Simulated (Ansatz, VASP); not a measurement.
## Two plane-wave programs on CaO

Contents of POSCAR:

```
CaO
1.0
    0.0000000000      2.3975501144      2.3723758382
    2.3975501144      0.0000000000      2.3723758382
    2.3975501144      2.3975501144      0.0000000000
Ca O
1 1
Direct
    0.0000000000      0.0000000000      0.0000000000
    0.5000000000      0.5000000000      0.5000000000
```

File INCAR.step1:

```
PREC = Accurate
ENCUT = 910
ISMEAR = 0
SIGMA = 0.01
LREAL = False
LASPH = True
NELM = 120
NBANDS = 15
GGA = PE
ALGO = Normal
EDIFF = 1E-5
LWAVE = True
LCHARG = False
GGA_COMPAT = False
```

Contents of INCAR.step2:

```
PREC = Accurate
ENCUT = 910
EDIFF = 1E-6
ISMEAR = 0
SIGMA = 0.01
LREAL = False
LASPH = True
NELM = 120
ALGO = Normal
ISIF = 2
LWAVE = False
LCHARG = False
METAGGA = R2SCAN
LMIXTAU = True
NBANDS = 15
ISTART = 1
GGA_COMPAT = False
```

File KPOINTS:

```
Automatic mesh
0
Gamma
  10 10 10
```

Input for Ansatz:

```yaml
crystal:
  lattice:
    - [0.0, 2.3975501144, 2.3723758382]
    - [2.3975501144, 0.0, 2.3723758382]
    - [2.3975501144, 2.3975501144, 0.0]
  atoms:
    - { symbol: Ca, position: [0.0, 0.0, 0.0] }
    - { symbol: O, position: [0.5, 0.5, 0.5] }
kpoints:
  mp_grid: { grid: [10, 10, 10] }
  band_path:
    path:
      - [0.0, 0.0, 0.0]
      - [0.5, 0.0, 0.5]
      - [0.625, 0.25, 0.625]
      - [0.375, 0.375, 0.75]
      - [0.5, 0.5, 0.5]
      - [0.5, 0.25, 0.75]
    npoints: 1
hamiltonian:
  xc: r2scan
scf:
  occupations: { method: fixed }
  n_extra_bands: 4
output:
  forces: true
  stress: true
  eigenvalues: true
```

Change from the starting cell: uniaxial_z strain -1.1%.

Alike in both runs: task single point; functional r2SCAN; k mesh 10 × 10 × 10; no spin polarisation.

```csv
,VASP,Ansatz
version,VASP 6.6.1,Ansatz 0.2.0
potentials or method,"VASP PAW PBE potentials, release 64 (Ca_sv, O_h)","plane waves, PAW"
plane-wave cutoff (eV),910,500
occupations,"gaussian, width 0.01 eV",fixed
valence electrons in the cell,16,16
```

|  | VASP | Ansatz | Ansatz less VASP |
| --- | --- | --- | --- |
| gap on the k mesh at the Fermi level (eV) | 4.14 | 4.15 | +0.009 |

VASP's potentials were made for PBE, not for r2SCAN.

Noted on VASP's run: the cutoff is under 1.25 times that of the potentials, so the pressure is a little rough.
